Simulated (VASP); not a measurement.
# BaTiO3 (Pm-3m) in VASP: single point with r2SCAN

Aim: the single point of BaTiO3 with r2SCAN.

Program: VASP 6.6.1. These are calculated values, not measurements. Logs are shortened: lines on timing, memory, paths and dates and some standing lists are left out, and cuts for length are marked.

## 1. The cell of the first run

Symmetry: Pm-3m, No. 221, cubic system. Conventional cell: a = 3.942 Å, b = 3.942 Å, c = 3.942 Å, α = 90.00°, β = 90.00°, γ = 90.00°. Within 3.7 Å of Ba (site symmetry m-3m) lie 12 O at 2.79 Å and 8 Ti at 3.41 Å. Ti (site symmetry m-3m) has 6 O at 1.97 Å within 2.6 Å. O (site symmetry 4/mmm) has 2 Ti at 1.97 Å within 2.6 Å.

## 2. Single point, r2SCAN

The input, POSCAR:

```
BaTiO3
1.0
    3.9421131900      0.0000000000      0.0000000000
    0.0000000000      3.9421131900      0.0000000000
    0.0000000000      0.0000000000      3.9421131900
Ba Ti O
1 1 3
Direct
    0.0000000000      0.0000000000      0.0000000000
    0.5000000000      0.5000000000      0.5000000000
    0.5000000000      0.5000000000      0.0000000000
    0.0000000000      0.5000000000      0.5000000000
    0.5000000000      0.0000000000      0.5000000000
```

The input, INCAR.step1:

```
PREC = Accurate
ENCUT = 1480
ISMEAR = 0
SIGMA = 0.0105
LREAL = False
LASPH = True
NELM = 120
NBANDS = 28
GGA = PE
ALGO = Normal
EDIFF = 1E-5
LWAVE = True
LCHARG = False
GGA_COMPAT = False
```

The input, INCAR.step2:

```
PREC = Accurate
ENCUT = 1480
EDIFF = 1E-6
ISMEAR = 0
SIGMA = 0.0105
LREAL = False
LASPH = True
NELM = 120
ALGO = Normal
ISIF = 2
LWAVE = False
LCHARG = True
METAGGA = R2SCAN
LMIXTAU = True
LELF = True
LVHAR = True
NBANDS = 28
ISTART = 1
GGA_COMPAT = False
```

The input, KPOINTS:

```
Automatic mesh
0
Gamma
  7 7 7
```

Potentials or basis: VASP PAW PBE potentials, release 64 (Ba_sv, Ti_sv, O_h).

Launch:

```
$ cat potpaw_PBE.64/Ba_sv/POTCAR potpaw_PBE.64/Ti_sv/POTCAR potpaw_PBE.64/O_h/POTCAR > POTCAR
$ cp INCAR.step1 INCAR
$ mpirun -np 1 vasp_std > vasp.out
$ cp INCAR.step2 INCAR
$ mpirun -np 1 vasp_std > vasp.out
```

OUTCAR:

```text
PREC = Accurate
   ENCUT = 1480
   EDIFF = 1E-6
   ISMEAR = 0
   LREAL = False
   LASPH = True
   NELM = 120
   ISIF = 2
   METAGGA = R2SCAN
   ISTART = 1

 ion  position               nearest neighbor table
   1  0.000  0.000  0.000-   3 2.79   4 2.79   5 2.79   4 2.79   5 2.79   3 2.79   4 2.79   4 2.79
                             3 2.79   5 2.79   5 2.79   3 2.79   2 3.41   2 3.41   2 3.41   2 3.41
   2  0.500  0.500  0.500-   3 1.97   4 1.97   5 1.97   3 1.97   5 1.97   4 1.97   1 3.41   1 3.41
                             1 3.41   1 3.41   1 3.41   1 3.41   1 3.41   1 3.41
   3  0.500  0.500  0.000-   2 1.97   2 1.97   1 2.79   1 2.79   1 2.79   1 2.79
   4  0.000  0.500  0.500-   2 1.97   2 1.97   1 2.79   1 2.79   1 2.79   1 2.79
   5  0.500  0.000  0.500-   2 1.97   2 1.97   1 2.79   1 2.79   1 2.79   1 2.79

  LATTYP: Found a simple cubic cell.
 ALAT       =     3.9421131900

  Lattice vectors:

 A1 = (   3.9421131900,   0.0000000000,   0.0000000000)
 A2 = (   0.0000000000,   3.9421131900,   0.0000000000)
 A3 = (   0.0000000000,   0.0000000000,   3.9421131900)

Analysis of symmetry for initial positions (statically):
=====================================================================
 Subroutine PRICEL returns:
 Original cell was already a primitive cell.

 Routine SETGRP: Setting up the symmetry group for a
 simple cubic supercell.

 Subroutine GETGRP returns: Found 48 space group operations
 (whereof 48 operations were pure point group operations)
 out of a pool of 48 trial point group operations.

The static configuration has the point symmetry O_h .

Analysis of symmetry for dynamics (positions and initial velocities):
=====================================================================
 Subroutine PRICEL returns:
 Original cell was already a primitive cell.

 Routine SETGRP: Setting up the symmetry group for a
 simple cubic supercell.

 Subroutine GETGRP returns: Found 48 space group operations
 (whereof 48 operations were pure point group operations)
 out of a pool of 48 trial point group operations.

The dynamic configuration has the point symmetry O_h .

 Subroutine INISYM returns: Found 48 space group operations
 (whereof 48 operations are pure point group operations),
 and found     1 'primitive' translations

----------------------------------------------------------------------------------------

                                     Primitive cell

  volume of cell :      61.2614

  direct lattice vectors                    reciprocal lattice vectors
     3.942113190  0.000000000  0.000000000     0.253671052  0.000000000  0.000000000
     0.000000000  3.942113190  0.000000000     0.000000000  0.253671052  0.000000000
     0.000000000  0.000000000  3.942113190     0.000000000  0.000000000  0.253671052

  length of vectors
     3.942113190  3.942113190  3.942113190     0.253671052  0.253671052  0.253671052

  position of ions in fractional coordinates (direct lattice)
     0.000000000  0.000000000  0.000000000
     0.500000000  0.500000000  0.500000000
     0.500000000  0.500000000  0.000000000
     0.000000000  0.500000000  0.500000000
     0.500000000  0.000000000  0.500000000

  ion indices of the primitive-cell ions
   primitive index   ion index
                 1           1
                 2           2
                 3           3
                 4           4
                 5           5

----------------------------------------------------------------------------------------

 KPOINTS: Automatic mesh

Automatic generation of k-mesh.
 Grid dimensions read from file:
 generate k-points for:    7    7    7

 Generating k-lattice:

  Cartesian coordinates                     Fractional coordinates (reciprocal lattice)
     0.036238722  0.000000000  0.000000000     0.142857143  0.000000000  0.000000000
     0.000000000  0.036238722  0.000000000     0.000000000  0.142857143  0.000000000
     0.000000000  0.000000000  0.036238722     0.000000000  0.000000000  0.142857143

  Length of vectors
     0.036238722  0.036238722  0.036238722

  Shift w.r.t. Gamma in fractional coordinates (k-lattice)
     0.000000000  0.000000000  0.000000000

 Subroutine IBZKPT returns following result:
 ===========================================

 Found     20 irreducible k-points:

 Following reciprocal coordinates:
            Coordinates               Weight
  0.000000  0.000000  0.000000      1.000000
  0.142857  0.000000  0.000000      6.000000
  0.285714  0.000000  0.000000      6.000000
  0.428571  0.000000  0.000000      6.000000
  0.142857  0.142857  0.000000     12.000000
  0.285714  0.142857  0.000000     24.000000
[... 12 lines left out ...]
  0.428571  0.428571  0.285714     24.000000
  0.428571  0.428571  0.428571      8.000000
   k-points           NKPTS =     20   k-points in BZ     NKDIM =     20   number of bands    NBANDS=     28
   number of dos      NEDOS =    301   number of ions     NIONS =      5
   total plane-waves  NPLWV = 125000
   dimension x,y,z NGX =    50 NGY =   50 NGZ =   50
   dimension x,y,z NGXF=   100 NGYF=  100 NGZF=  100
   ions per type =               1   1   3
   NGX,Y,Z   is equivalent  to a cutoff of  21.09, 21.09, 21.09 a.u.
   NGXF,Y,Z  is equivalent  to a cutoff of  42.17, 42.17, 42.17 a.u.
 SYSTEM =  unknown system
   PREC   = accura    normal or accurate (medium, high low for compatibility)
   ISTART =      1    job   : 0-new  1-cont  2-samecut
   ICHARG =      0    charge: 1-file 2-atom 10-const
   ISPIN  =      1    spin polarized calculation?
   LNONCOLLINEAR =      F non collinear calculations
   LSORBIT =      F    spin-orbit coupling
   LASPH  =      T    aspherical Exc in radial PAW
   ENCUT  = 1480.0 eV 108.78 Ry   10.43 a.u.  12.37 12.37 12.37*2*pi/ulx,y,z
   NELM   =    120;   NELMIN=  2; NELMDL=  0     # of ELM steps
   EDIFF  = 0.1E-05   stopping-criterion for ELM
   LREAL  =      F    real-space projection
   EDIFFG = 0.1E-04   stopping-criterion for IOM
   NSW    =      0    number of steps for IOM
   IBRION =     -1    ionic relax: 0-MD 1-quasi-New 2-CG
   NFREE  =      0    steps in history (QN), initial steepest desc. (CG)
   ISIF   =      2    stress and relaxation
   ISYM   =      2    0-nonsym 1-usesym 2-fastsym
   POTIM  = 0.5000    time-step for ionic-motion
   TEBEG  =    0.0;   TEEND  =   0.0 temperature during run
   PSTRESS=    0.0 pullay stress
   NELECT =      40.0000    total number of electrons
   NUPDOWN=      -1.0000    fix difference up-down
   EMIN   =  10.00;   EMAX   =-10.00  energy-range for DOS
   EFERMI =   0.00;   METHOD = LEGACY
   ISMEAR =     0;   SIGMA  =   0.01  broadening in eV -4-tet -1-fermi 0-gaus
   EFERMI_NEDOS =   21; number of points for ismear=-14 and -15
   IALGO  =     38    algorithm
   IMIX   =      4    mixing-type and parameters
     AMIX     =   0.40;   BMIX     =  1.00
     AMIX_MAG =   1.60;   BMIX_MAG =  1.00
  volume/ion in A,a.u.               =      12.25        82.68
  Fermi-wavevector in a.u.,A,eV,Ry     =   1.420253  2.683889 27.444567  2.017119
  Thomas-Fermi vector in A             =   2.541188
   LORBIT       =      0    0 simple, 1 ext, 2 COOP (PROOUT), +10 PAW based schemes
   METAGGA = R2SCAN    functional components
   LHFCALC =     F    Hartree Fock is set to
   AEXX    =    0.0000 exact exchange contribution
   IVDW    =     0    specifies the selected vdW correction
   LEPSILON=     F    determine dielectric tensor
   LRPA    =     F    only Hartree local field effects (RPA)
 non-spin polarized calculation
 Gauss-broadening in eV      SIGMA  =   0.01
  energy-cutoff  :     1480.00
  volume of cell :       61.26
 maximum number of plane-waves:      7953
 NGX is ok and might be reduce to    50
   NGX = 25   NGY = 25   NGZ = 25

 number of electron      39.9999998 magnetization

 Free energy of the ion-electron system (eV)
  ---------------------------------------------------
  ext. energy  EPLUGINS =         0.00000000
  ---------------------------------------------------
  free energy    TOTEN  =       -74.18309765 eV

  energy without entropy =      -74.18309765  energy(sigma->0) =      -74.18309765

 E-fermi :   4.3984     XC(G=0): -12.1843

 val. band max:        4.1925375135   @ k =   0.4286   0.4286   0.4286
 cond. band min:       6.5098259024   @ k =   0.0000   0.0000   0.0000
 fundamental gap:      2.3172883889
 Fermi energy:         4.3983779901

 k-point     1 :       0.0000    0.0000    0.0000
  band No.  band energies     occupation
      1     -54.4008      2.00000
      2     -29.5883      2.00000
      3     -29.5883      2.00000
      4     -29.5883      2.00000
      5     -21.1091      2.00000
      6     -13.6908      2.00000
[... 20 lines left out ...]
     27       9.9329      0.00000
     28      13.1303      0.00000

 k-point     2 :       0.1429    0.0000    0.0000
  band No.  band energies     occupation
      1     -54.4005      2.00000
      2     -29.6022      2.00000
      3     -29.5878      2.00000
      4     -29.5878      2.00000
      5     -21.0786      2.00000
      6     -13.7153      2.00000
[... 20 lines left out ...]
     27      10.3677      0.00000
     28      13.6291      0.00000

 k-point     3 :       0.2857    0.0000    0.0000
  band No.  band energies     occupation
      1     -54.3999      2.00000
      2     -29.6330      2.00000
      3     -29.5867      2.00000
      4     -29.5867      2.00000
      5     -21.0085      2.00000
      6     -13.8505      2.00000
[... 20 lines left out ...]
     27      11.4764      0.00000
     28      13.5005      0.00000

 k-point     4 :       0.4286    0.0000    0.0000
  band No.  band energies     occupation
      1     -54.3994      2.00000
      2     -29.6575      2.00000
      3     -29.5858      2.00000
      4     -29.5858      2.00000
      5     -20.9506      2.00000
      6     -13.9937      2.00000
[... 20 lines left out ...]
     27      12.5982      0.00000
     28      13.3721      0.00000

 k-point     5 :       0.1429    0.1429    0.0000
  band No.  band energies     occupation
      1     -54.4003      2.00000
      2     -29.6020      2.00000
      3     -29.6012      2.00000
      4     -29.5873      2.00000
      5     -21.0502      2.00000
      6     -13.7086      2.00000
[... 20 lines left out ...]
     27      10.7818      0.00000
     28      13.7043      0.00000

 k-point     6 :       0.2857    0.1429    0.0000
  band No.  band energies     occupation
      1     -54.3997      2.00000
      2     -29.6323      2.00000
      3     -29.6003      2.00000
      4     -29.5862      2.00000
      5     -20.9851      2.00000
      6     -13.7834      2.00000
[... 339 lines left out ...]
      5     -20.8681      2.00000
      6     -13.4003      2.00000
[... 20 lines left out ...]
     27      12.9155      0.00000
     28      13.3831      0.00000

 k-point    18 :       0.4286    0.2857    0.2857
  band No.  band energies     occupation
      1     -54.3977      2.00000
      2     -29.6526      2.00000
      3     -29.6279      2.00000
      4     -29.6273      2.00000
      5     -20.8320      2.00000
      6     -13.3102      2.00000
[... 20 lines left out ...]
     27      13.2042      0.00000
     28      13.3707      0.00000

 k-point    19 :       0.4286    0.4286    0.2857
  band No.  band energies     occupation
      1     -54.3972      2.00000
      2     -29.6514      2.00000
      3     -29.6513      2.00000
      4     -29.6266      2.00000
      5     -20.8004      2.00000
      6     -13.1033      2.00000
[... 20 lines left out ...]
     27      13.0385      0.00000
     28      13.1083      0.00000

 k-point    20 :       0.4286    0.4286    0.4286
  band No.  band energies     occupation
      1     -54.3968      2.00000
      2     -29.6503      2.00000
      3     -29.6502      2.00000
      4     -29.6502      2.00000
      5     -20.7712      2.00000
      6     -12.8783      2.00000
[... 20 lines left out ...]
     27      12.7627      0.00000
     28      12.7627      0.00000

------------------------ aborting loop because EDIFF is reached ----------------------------------------

  FORCE on cell =-STRESS in cart. coord.  units (eV):
  Direction    XX          YY          ZZ          XY          YZ          ZX
  --------------------------------------------------------------------------------------
  -------------------------------------------------------------------------------------
  Total        3.7752481      3.7752481      3.7752481      0.0000000      0.0000000     -0.0000000
  in kB       98.7344720     98.7344720     98.7344720      0.0000000      0.0000000     -0.0000000
  external PRESSURE =      98.7344720 kB  Pullay stress =       0.0000000 kB

 VOLUME and BASIS-vectors are now :
 -----------------------------------------------------------------------------
  energy-cutoff  :     1480.00
  volume of cell :       61.26
      direct lattice vectors                 reciprocal lattice vectors
     3.942113190  0.000000000  0.000000000     0.253671052  0.000000000  0.000000000
     0.000000000  3.942113190  0.000000000     0.000000000  0.253671052  0.000000000
     0.000000000  0.000000000  3.942113190     0.000000000  0.000000000  0.253671052

 POSITION                                       TOTAL-FORCE (eV/Angst)
 -----------------------------------------------------------------------------------
      0.00000      0.00000      0.00000         0.000000      0.000000      0.000000
      1.97106      1.97106      1.97106         0.000000      0.000000      0.000000
      1.97106      1.97106      0.00000         0.000000      0.000000      0.000000
      0.00000      1.97106      1.97106         0.000000      0.000000      0.000000
      1.97106      0.00000      1.97106         0.000000      0.000000      0.000000
 -----------------------------------------------------------------------------------
    total drift:                                0.000000     -0.000000      0.000000

  FREE ENERGIE OF THE ION-ELECTRON SYSTEM (eV)
  ---------------------------------------------------
  free  energy   TOTEN  =       -74.1830976500 eV

  energy  without entropy=      -74.1830976500  energy(sigma->0) =      -74.18309765
```

Wall time 14 min (1 thread of Intel Xeon Platinum 8488C (Sapphire Rapids), shared host); peak memory 0.51 GiB.

Results:

- Free energy: -74.1831 eV
- Pressure: 9.9 GPa
- Band gap on the k mesh: 2.32 eV (least direct gap 2.36 eV)

Caveat: the cell stands under pressure; the PAW data sets were made with another functional, which shifts forces and pressure a little; spin-orbit coupling is left out, which moves the levels of the heavy elements; an odd mesh through Γ misses points on the zone boundary, where band edges can lie. r2SCAN opens gaps a little over a GGA but as a rule still falls short of measured ones.
